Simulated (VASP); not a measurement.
Write the native input for VASP 6.6.1 that does the following.

```
Task                   : single point
Functional             : r2SCAN
Potentials or basis    : VASP PAW PBE potentials, release 64 (Ru_pv, Al)
Cutoff                 : 520 eV
k mesh                 : 12 × 12 × 1
Occupations            : gaussian, width 0.1 eV
Spin                   : no spin polarisation
Dipole correction      : yes
Further INCAR settings : ALGO = Normal; EDIFF = 1e-06; NBANDS = 51
```

Al4Ru5, a slab with vacuum:

```
Ru Al
1.0
     2.98262    0.00000    0.00000
     0.00000    2.98262    0.00000
     0.00000    0.00000   26.93050
Ru Al
5 4
Direct
  0.50000 0.50000 0.28294
  0.50000 0.50000 0.38935
  0.50000 0.50000 0.50000
  0.50000 0.50000 0.61065
  0.50000 0.50000 0.71706
  0.00000 0.00000 0.33537
  0.00000 0.00000 0.44544
  0.00000 0.00000 0.55456
  0.00000 0.00000 0.66463
```

The input as run:

POSCAR

```
Al4Ru5
1.0
    2.9826244074      0.0000000000      0.0000000000
    0.0000000000      2.9826244074      0.0000000000
    0.0000000000      0.0000000000     26.9304976294
Ru Al
5 4
Direct
    0.5000000000      0.5000000000      0.2829374260
    0.5000000000      0.5000000000      0.3893486708
    0.5000000000      0.5000000000      0.4999999977
    0.5000000000      0.5000000000      0.6106513294
    0.5000000000      0.5000000000      0.7170625787
    0.0000000000      0.0000000000      0.3353698192
    0.0000000000      0.0000000000      0.4454416610
    0.0000000000      0.0000000000      0.5545583366
    0.0000000000      0.0000000000      0.6646301805
```

INCAR.step1

```
SYSTEM = Al4Ru5
PREC     = Accurate       ! precision mode
ENCUT    = 520            ! plane-wave cutoff, eV
ISMEAR   = 0              ! smearing method
SIGMA    = 0.1            ! smearing width, eV
LREAL    = .FALSE.        ! projectors in reciprocal space
LASPH    = .TRUE.         ! aspherical terms in the spheres
NELM     = 80             ! most SCF steps
LDIPOL   = .TRUE.       
IDIPOL   = 3            
DIPOL    = 0.5 0.5 0.500
NBANDS   = 51             ! bands
GGA      = PE             ! functional
ALGO     = Normal         ! electronic algorithm
EDIFF    = 1E-4           ! SCF threshold, eV
LWAVE    = .TRUE.         ! write WAVECAR
LCHARG   = .FALSE.        ! write CHGCAR
```

INCAR.step2

```
SYSTEM = Al4Ru5
PREC     = Accurate       ! precision mode
ENCUT    = 520            ! plane-wave cutoff, eV
EDIFF    = 1E-6           ! SCF threshold, eV
ISMEAR   = 0              ! smearing method
SIGMA    = 0.1            ! smearing width, eV
LREAL    = .FALSE.        ! projectors in reciprocal space
LASPH    = .TRUE.         ! aspherical terms in the spheres
NELM     = 80             ! most SCF steps
ALGO     = Normal         ! electronic algorithm
ISIF     = 2              ! what is computed and relaxed
LWAVE    = .FALSE.        ! write WAVECAR
LCHARG   = .FALSE.        ! write CHGCAR
LDIPOL   = .TRUE.       
IDIPOL   = 3            
DIPOL    = 0.5 0.5 0.500
METAGGA  = R2SCAN         ! meta-GGA
LMIXTAU  = .TRUE.       
NBANDS   = 51             ! bands
ISTART   = 1
```

KPOINTS

```
Automatic mesh
0
G
  12 12 1
  0 0 0
```

Potentials or basis: VASP PAW PBE potentials, release 64 (Ru_pv, Al).

Run with:

```console
$ cat potpaw_PBE.64/Ru_pv/POTCAR potpaw_PBE.64/Al/POTCAR > POTCAR
$ cp INCAR.step1 INCAR
$ mpirun -np 1 vasp_std > vasp.out
$ cp INCAR.step2 INCAR
$ mpirun -np 1 vasp_std > vasp.out
```

Results of the run:

```
Largest force          : 0.020 eV/Å
Band gap on the k mesh : zero (bands 41 and 42 overlap by 2.43 eV)
```

Caveat: the PAW data sets were made with another functional, which shifts forces and pressure a little.

Wall time 21 min on 1 thread of Intel(R) Xeon(R) Platinum 8488C (Sapphire Rapids), on a shared host, peak memory 0.53 GiB.
